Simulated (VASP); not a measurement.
# Al3Zn2As3Se2 (an interface model) in VASP: further runs

The runs below take Al3Zn2As3Se2 (an interface model) through single point, with PBE.

All numbers are computed with VASP 6.6.1; they aren't measurements. Logs are shortened: lines on timing, memory, paths and dates and some standing lists are left out, and cuts for length are marked.

### 1 The cell of the first run

The cell holds layers of an interface, 10 atoms: a = 4.050 Å, b = 4.050 Å, c = 14.851 Å, α = 90.00°, β = 90.00°, γ = 120.00°.

### 2 Single point, PBE

File INCAR:

```
  PREC = Accurate
  ENCUT = 400
  EDIFF = 1E-6
  ISMEAR = 0
  SIGMA = 0.05
  LREAL = False
  LASPH = True
  NELM = 120
  ALGO = Normal
  ISIF = 2
  LWAVE = False
  LCHARG = False
  GGA = PE
  NBANDS = 41
  GGA_COMPAT = False
```

File KPOINTS:

```
Automatic mesh
0
Gamma
  9 9 2
```

File POSCAR:

```
Al3Zn2As3Se2
1.0
    4.0502457815      0.0000000000      0.0000000000
   -2.0251228907      3.5076157383      0.0000000000
    0.0000000000      0.0000000000     14.8506542792
Al As Zn Se
3 3 2 2
Direct
    0.3333333333      0.6666666667      0.0336685503
    0.6666666667      1.3333333333      0.2563531384
    1.0000000000      2.0000000000      0.4790377266
    0.6666666667      1.3333333333      0.0893396973
    1.0000000000      2.0000000000      0.3120242855
    1.3333333333      2.6666666667      0.5347088737
    1.3333333333      2.6666666667      0.7003581410
    1.6666666667      3.3333333333      0.9233720273
    1.6666666667      3.3333333333      0.7561116125
    2.0000000000      4.0000000000      0.9791254988
```

Potentials or basis: VASP PAW PBE potentials, release 64 (Al, As, Zn, Se).

The run is started by

```console
cat potpaw_PBE.64/Al/POTCAR potpaw_PBE.64/As/POTCAR potpaw_PBE.64/Zn/POTCAR potpaw_PBE.64/Se/POTCAR > POTCAR
mpirun -np 1 vasp_std > vasp.out
```

OUTCAR:

```text
PREC = Accurate
   ENCUT = 400
   EDIFF = 1E-6
   ISMEAR = 0
   LREAL = False
   LASPH = True
   NELM = 120
   ISIF = 2
   GGA = PE

 ion  position               nearest neighbor table
   1  0.333  0.667  0.034-  10 2.47  10 2.47  10 2.47   4 2.48   4 2.48   4 2.48   8 2.86   8 2.86
                             8 2.86
   2  0.667  0.333  0.256-   4 2.48   5 2.48   5 2.48   5 2.48
   3  0.000  0.000  0.479-   5 2.48   6 2.48   6 2.48   6 2.48
   4  0.667  0.333  0.089-   8 2.46   2 2.48   1 2.48   1 2.48   1 2.48  10 2.85  10 2.85  10 2.85

   5  0.000  0.000  0.312-   3 2.48   2 2.48   2 2.48   2 2.48
   6  0.333  0.667  0.535-   7 2.46   3 2.48   3 2.48   3 2.48
   7  0.333  0.667  0.700-   6 2.46   9 2.48   9 2.48   9 2.48
   8  0.667  0.333  0.923-   4 2.46  10 2.48  10 2.48  10 2.48   9 2.48   1 2.86   1 2.86   1 2.86

   9  0.667  0.333  0.756-   7 2.48   7 2.48   7 2.48   8 2.48
  10  0.000  0.000  0.979-   1 2.47   1 2.47   1 2.47   8 2.48   8 2.48   8 2.48   4 2.85   4 2.85
                             4 2.85

  LATTYP: Found a hexagonal cell.
 ALAT       =     4.0502457815
 C/A-ratio  =     3.6666057026

  Lattice vectors:

 A1 = (   4.0502457815,   0.0000000000,   0.0000000000)
 A2 = (  -2.0251228907,   3.5076157383,   0.0000000000)
 A3 = (   0.0000000000,   0.0000000000,  14.8506542792)

Analysis of symmetry for initial positions (statically):
=====================================================================
 Subroutine PRICEL returns:
 Original cell was already a primitive cell.

 Routine SETGRP: Setting up the symmetry group for a
 hexagonal supercell.

 Subroutine GETGRP returns: Found  6 space group operations
 (whereof  6 operations were pure point group operations)
 out of a pool of 24 trial point group operations.

The static configuration has the point symmetry C_3v.

Analysis of symmetry for dynamics (positions and initial velocities):
=====================================================================
 Subroutine PRICEL returns:
 Original cell was already a primitive cell.

 Routine SETGRP: Setting up the symmetry group for a
 hexagonal supercell.

 Subroutine GETGRP returns: Found  6 space group operations
 (whereof  6 operations were pure point group operations)
 out of a pool of 24 trial point group operations.

The dynamic configuration has the point symmetry C_3v.

 Subroutine INISYM returns: Found  6 space group operations
 (whereof  6 operations are pure point group operations),
 and found     1 'primitive' translations

----------------------------------------------------------------------------------------

                                     Primitive cell

  volume of cell :     210.9789

  direct lattice vectors                    reciprocal lattice vectors
     4.050245782  0.000000000  0.000000000     0.246898597  0.142546971  0.000000000
    -2.025122891  3.507615738  0.000000000     0.000000000  0.285093943  0.000000000
     0.000000000  0.000000000 14.850654279     0.000000000  0.000000000  0.067337101

  length of vectors
     4.050245782  4.050245781 14.850654279     0.285093943  0.285093943  0.067337101

  position of ions in fractional coordinates (direct lattice)
     0.333333333  0.666666667  0.033668550
     0.666666667  0.333333333  0.256353138
     0.000000000  0.000000000  0.479037727
     0.666666667  0.333333333  0.089339697
     0.000000000  0.000000000  0.312024286
     0.333333333  0.666666667  0.534708874
     0.333333333  0.666666667  0.700358141
     0.666666667  0.333333333  0.923372027
     0.666666667  0.333333333  0.756111612
     0.000000000  0.000000000  0.979125499

  ion indices of the primitive-cell ions
   primitive index   ion index
                 1           1
                 2           2
                 3           3
                 4           4
                 5           5
                 6           6
                 7           7
                 8           8
                 9           9
                10          10

----------------------------------------------------------------------------------------

 KPOINTS: Automatic mesh

Automatic generation of k-mesh.
 Grid dimensions read from file:
 generate k-points for:    9    9    2

 Generating k-lattice:

  Cartesian coordinates                     Fractional coordinates (reciprocal lattice)
     0.027433177  0.015838552  0.000000000     0.111111111  0.000000000  0.000000000
     0.000000000  0.031677105  0.000000000     0.000000000  0.111111111  0.000000000
     0.000000000  0.000000000  0.033668550     0.000000000  0.000000000  0.500000000

  Length of vectors
     0.031677105  0.031677105  0.033668550

  Shift w.r.t. Gamma in fractional coordinates (k-lattice)
     0.000000000  0.000000000  0.000000000

 Subroutine IBZKPT returns following result:
 ===========================================

 Found     24 irreducible k-points:

 Following reciprocal coordinates:
            Coordinates               Weight
  0.000000  0.000000  0.000000      1.000000
  0.111111  0.000000  0.000000      6.000000
  0.222222  0.000000  0.000000      6.000000
  0.333333  0.000000  0.000000      6.000000
  0.444444  0.000000  0.000000      6.000000
  0.111111  0.111111  0.000000      6.000000
[... 16 lines left out ...]
  0.333333  0.222222  0.500000     12.000000
  0.333333  0.333333  0.500000      2.000000
   k-points           NKPTS =     24   k-points in BZ     NKDIM =     24   number of bands    NBANDS=     41
   number of dos      NEDOS =    301   number of ions     NIONS =     10
   total plane-waves  NPLWV =  76832
   dimension x,y,z NGX =    28 NGY =   28 NGZ =   98
   dimension x,y,z NGXF=    56 NGYF=   56 NGZF=  196
   ions per type =               3   3   2   2
   NGX,Y,Z   is equivalent  to a cutoff of  11.49, 11.49, 10.97 a.u.
   NGXF,Y,Z  is equivalent  to a cutoff of  22.99, 22.99, 21.94 a.u.
 SYSTEM =  unknown system
   PREC   = accura    normal or accurate (medium, high low for compatibility)
   ISTART =      0    job   : 0-new  1-cont  2-samecut
   ICHARG =      2    charge: 1-file 2-atom 10-const
   ISPIN  =      1    spin polarized calculation?
   LNONCOLLINEAR =      F non collinear calculations
   LSORBIT =      F    spin-orbit coupling
   LASPH  =      T    aspherical Exc in radial PAW
   ENCUT  =  400.0 eV  29.40 Ry    5.42 a.u.   6.60  6.60 24.22*2*pi/ulx,y,z
   NELM   =    120;   NELMIN=  2; NELMDL= -5     # of ELM steps
   EDIFF  = 0.1E-05   stopping-criterion for ELM
   LREAL  =      F    real-space projection
   EDIFFG = 0.1E-04   stopping-criterion for IOM
   NSW    =      0    number of steps for IOM
   IBRION =     -1    ionic relax: 0-MD 1-quasi-New 2-CG
   NFREE  =      0    steps in history (QN), initial steepest desc. (CG)
   ISIF   =      2    stress and relaxation
   ISYM   =      2    0-nonsym 1-usesym 2-fastsym
   POTIM  = 0.5000    time-step for ionic-motion
   TEBEG  =    0.0;   TEEND  =   0.0 temperature during run
   PSTRESS=    0.0 pullay stress
   NELECT =      60.0000    total number of electrons
   NUPDOWN=      -1.0000    fix difference up-down
   EMIN   =  10.00;   EMAX   =-10.00  energy-range for DOS
   EFERMI =   0.00;   METHOD = LEGACY
   ISMEAR =     0;   SIGMA  =   0.05  broadening in eV -4-tet -1-fermi 0-gaus
   EFERMI_NEDOS =   21; number of points for ismear=-14 and -15
   IALGO  =     38    algorithm
   IMIX   =      4    mixing-type and parameters
     AMIX     =   0.40;   BMIX     =  1.00
     AMIX_MAG =   1.60;   BMIX_MAG =  1.00
  volume/ion in A,a.u.               =      21.10       142.38
  Fermi-wavevector in a.u.,A,eV,Ry     =   1.076578  2.034438 15.769433  1.159021
  Thomas-Fermi vector in A             =   2.212466
   LORBIT       =      0    0 simple, 1 ext, 2 COOP (PROOUT), +10 PAW based schemes
   GGA     = PE    functional components
   LHFCALC =     F    Hartree Fock is set to
   AEXX    =    0.0000 exact exchange contribution
   IVDW    =     0    specifies the selected vdW correction
   LEPSILON=     F    determine dielectric tensor
   LRPA    =     F    only Hartree local field effects (RPA)
 non-spin polarized calculation
 Gauss-broadening in eV      SIGMA  =   0.05
  energy-cutoff  :      400.00
  volume of cell :      210.98
 maximum number of plane-waves:      3877
 NGX is ok and might be reduce to    28
   NGX = 13   NGY = 13   NGZ = 49

 number of electron      59.9999976 magnetization

 Free energy of the ion-electron system (eV)
  ---------------------------------------------------
  ext. energy  EPLUGINS =         0.00000000
  ---------------------------------------------------
  free energy    TOTEN  =       -36.07795770 eV

  energy without entropy =      -36.07795770  energy(sigma->0) =      -36.07795770

 E-fermi :   4.1780     XC(G=0):  -9.4611

 val. band max:        3.9383267035   @ k =   0.0000   0.0000   0.5000
 cond. band min:       4.5866242453   @ k =   0.0000   0.0000   0.0000
 fundamental gap:      0.6482975418
 Fermi energy:         4.1780365808

 k-point     1 :       0.0000    0.0000    0.0000
  band No.  band energies     occupation
      1     -12.2347      2.00000
      2      -9.3425      2.00000
      3      -7.6156      2.00000
      4      -7.0184      2.00000
      5      -6.6015      2.00000
      6      -4.1881      2.00000
[... 33 lines left out ...]
     40       8.4180      0.00000
     41       8.7831      0.00000

 k-point     2 :       0.1111    0.0000    0.0000
  band No.  band energies     occupation
      1     -12.1289      2.00000
      2      -9.2875      2.00000
      3      -7.5376      2.00000
      4      -6.9983      2.00000
      5      -6.5347      2.00000
      6      -4.2208      2.00000
[... 33 lines left out ...]
     40       8.6645      0.00000
     41       8.7931      0.00000

 k-point     3 :       0.2222    0.0000    0.0000
  band No.  band energies     occupation
      1     -11.8287      2.00000
      2      -9.1428      2.00000
      3      -7.3989      2.00000
      4      -6.9463      2.00000
      5      -6.3385      2.00000
      6      -4.3228      2.00000
[... 33 lines left out ...]
     40       9.1941      0.00000
     41       9.2976      0.00000

 k-point     4 :       0.3333    0.0000    0.0000
  band No.  band energies     occupation
      1     -11.4032      2.00000
      2      -8.9694      2.00000
      3      -7.5653      2.00000
      4      -6.6975      2.00000
      5      -6.0688      2.00000
      6      -4.4782      2.00000
[... 825 lines left out ...]
     40       9.2996      0.00000
     41       9.5264      0.00000

 k-point    23 :       0.3333    0.2222    0.5000
  band No.  band energies     occupation
      1     -10.8846      2.00000
      2      -8.8088      2.00000
      3      -7.8618      2.00000
      4      -6.2554      2.00000
      5      -5.7860      2.00000
      6      -4.9660      2.00000
[... 33 lines left out ...]
     40       9.3474      0.00000
     41       9.5774      0.00000

 k-point    24 :       0.3333    0.3333    0.5000
  band No.  band energies     occupation
      1     -10.7737      2.00000
      2      -8.7813      2.00000
      3      -7.8909      2.00000
      4      -6.1547      2.00000
      5      -5.7347      2.00000
      6      -5.1643      2.00000
[... 33 lines left out ...]
     40       9.8365      0.00000
     41      10.4381      0.00000

------------------------ aborting loop because EDIFF is reached ----------------------------------------

  FORCE on cell =-STRESS in cart. coord.  units (eV):
  Direction    XX          YY          ZZ          XY          YZ          ZX
  --------------------------------------------------------------------------------------
  -------------------------------------------------------------------------------------
  Total       12.5455519     12.5455519      9.9122968      0.0000000     -0.0000000      0.0000000
  in kB       95.2711434     95.2711434     75.2741572      0.0000000     -0.0000000      0.0000000
  external PRESSURE =      88.6054813 kB  Pullay stress =       0.0000000 kB

 VOLUME and BASIS-vectors are now :
 -----------------------------------------------------------------------------
  energy-cutoff  :      400.00
  volume of cell :      210.98
      direct lattice vectors                 reciprocal lattice vectors
     4.050245782  0.000000000  0.000000000     0.246898597  0.142546971  0.000000000
    -2.025122891  3.507615738  0.000000000     0.000000000  0.285093943  0.000000000
     0.000000000  0.000000000 14.850654279     0.000000000  0.000000000  0.067337101

 POSITION                                       TOTAL-FORCE (eV/Angst)
 -----------------------------------------------------------------------------------
     -0.00000      2.33841      0.50000        -0.000000     -0.000000      1.589127
      2.02512      1.16921      3.80701        -0.000000     -0.000000      0.417189
      0.00000      0.00000      7.11402        -0.000000     -0.000000      0.336217
      2.02512      1.16921      1.32675        -0.000000     -0.000000      3.214254
      0.00000      0.00000      4.63376        -0.000000     -0.000000     -0.327763
     -0.00000      2.33841      7.94078        -0.000000     -0.000000     -0.134919
     -0.00000      2.33841     10.40078        -0.000000      0.000000     -0.319413
      2.02512      1.16921     13.71268         0.000000     -0.000000     -2.760539
      2.02512      1.16921     11.22875        -0.000000      0.000000      0.497754
      0.00000      0.00000     14.54065         0.000000     -0.000000     -2.511906
 -----------------------------------------------------------------------------------
    total drift:                               -0.000003     -0.000000     -0.000791

  FREE ENERGIE OF THE ION-ELECTRON SYSTEM (eV)
  ---------------------------------------------------
  free  energy   TOTEN  =       -36.0779576977 eV

  energy  without entropy=      -36.0779576977  energy(sigma->0) =      -36.07795770
```

It took 6.5 min on 1 thread of Intel Xeon 8259CL, shared host; peak memory 0.34 GiB.

What came out:

- Free energy: -36.0780 eV
- Pressure: 8.9 GPa
- Largest force: 3.214 eV/Å
- Band gap on the k mesh: 0.65 eV (least direct gap 0.66 eV)

Forces in eV/Å, atoms in the order of the input:
```
Al   0.000  0.000  1.589
Al   0.000  0.000  0.417
Al   0.000  0.000  0.336
As   0.000  0.000  3.214
As   0.000  0.000 -0.328
As   0.000  0.000 -0.135
Zn   0.000  0.000 -0.319
Zn   0.000  0.000 -2.761
Se   0.000  0.000  0.498
Se   0.000  0.000 -2.512
```

Stress tensor (GPa, compression positive):
```
9.53 0.00 0.00
0.00 9.53 0.00
0.00 0.00 7.53
```

Levels at points of the mesh, in eV from the valence-band top:
```csv
k point,band 28,band 29,band 30,band 31,band 32,band 33
"(0.00, 0.00, 0.00)",-0.64,-0.01,-0.01,0.65,1.81,1.97
"(0.00, 0.00, 0.50)",-0.66,0.00,0.00,0.93,1.34,2.19
```

Caveat: semilocal functionals underestimate gaps, and a narrow one can read as zero.

### 3 Single point, PBE

This run uses another cell than the first one, of 23.33 Å³/atom.

File INCAR:

```
SYSTEM = Al3Zn2As3Se2
  ALGO = Normal
  EDIFF = 1E-6
  ENCUT = 400
  GGA = PE
  GGA_COMPAT = .False.
  ISIF = 2
  ISMEAR = 0
  LASPH = .True.
  LCHARG = .False.
  LREAL = .False.
  LWAVE = .False.
  NBANDS = 41
  NELM = 120
  PREC = Accurate
  SIGMA = 0.05
```

File KPOINTS:

```
k-points
0
Gamma
  9 9 2
  0 0 0
```

File POSCAR:

```
Al3Zn2As3Se2
1.0
    4.0502457815      0.0000000000      0.0000000000
   -2.0251228907      3.5076157383      0.0000000000
    0.0000000000      0.0000000000     16.4234400891
Al As Zn Se
3 3 2 2
Direct
    0.3333333333      0.6666666667      0.0766652565
    0.6666666667      1.3333333333      0.2802346304
    1.0000000000      2.0000000000      0.4819289884
    0.6666666667      1.3333333333      0.1272077978
    1.0000000000      2.0000000000      0.3288044833
    1.3333333333      2.6666666667      0.5299206704
    1.3333333333      2.6666666667      0.6793104133
    1.6666666667      3.3333333333      0.8811936388
    1.6666666667      3.3333333333      0.7341269084
    2.0000000000      4.0000000000      0.9447067640
```

Potentials or basis: VASP PAW PBE potentials, release 64 (Al, As, Zn, Se).

The run is started by

```console
cat potpaw_PBE.64/Al/POTCAR potpaw_PBE.64/As/POTCAR potpaw_PBE.64/Zn/POTCAR potpaw_PBE.64/Se/POTCAR > POTCAR
mpirun -np 1 vasp_std > vasp.out
```

Wall time 6.6 min (1 thread of Intel Xeon 8259CL, shared host); peak memory 0.37 GiB.

It converged, with:

```
Free energy            : -39.2883 eV
Pressure               : -0.7 GPa
Largest force          : 0.016 eV/Å
Band gap on the k mesh : 0.41 eV (least direct gap 0.72 eV)
```

Forces on the atoms (eV/Å):
```
Al   0.000  0.000 -0.012
Al   0.000  0.000 -0.007
Al   0.000  0.000 -0.004
As   0.000  0.000  0.008
As   0.000  0.000  0.005
As   0.000  0.000  0.001
Zn   0.000  0.000 -0.007
Zn   0.000  0.000 -0.004
Se   0.000  0.000  0.005
Se   0.000  0.000  0.016
```

Stress tensor (GPa, compression positive):
```
-1.14  0.00  0.00
 0.00 -1.14  0.00
 0.00  0.00  0.18
```

Levels at points of the mesh, in eV from the valence-band top:
| k point | band 26 | band 27 | band 28 | band 29 | band 30 | band 31 | band 32 | band 33 | band 34 | band 35 |
| --- | --- | --- | --- | --- | --- | --- | --- | --- | --- | --- |
| (0.00, 0.00, 0.00) | -0.52 | -0.52 | -0.01 | 0.00 | 0.00 | 0.72 | 1.78 | 2.21 | 2.40 | 2.67 |
| (0.00, 0.00, 0.50) | -0.66 | -0.51 | -0.51 | 0.00 | 0.00 | 1.30 | 1.77 | 2.09 | 2.39 | 2.61 |

Caveat: semilocal functionals underestimate gaps, and a narrow one can read as zero.
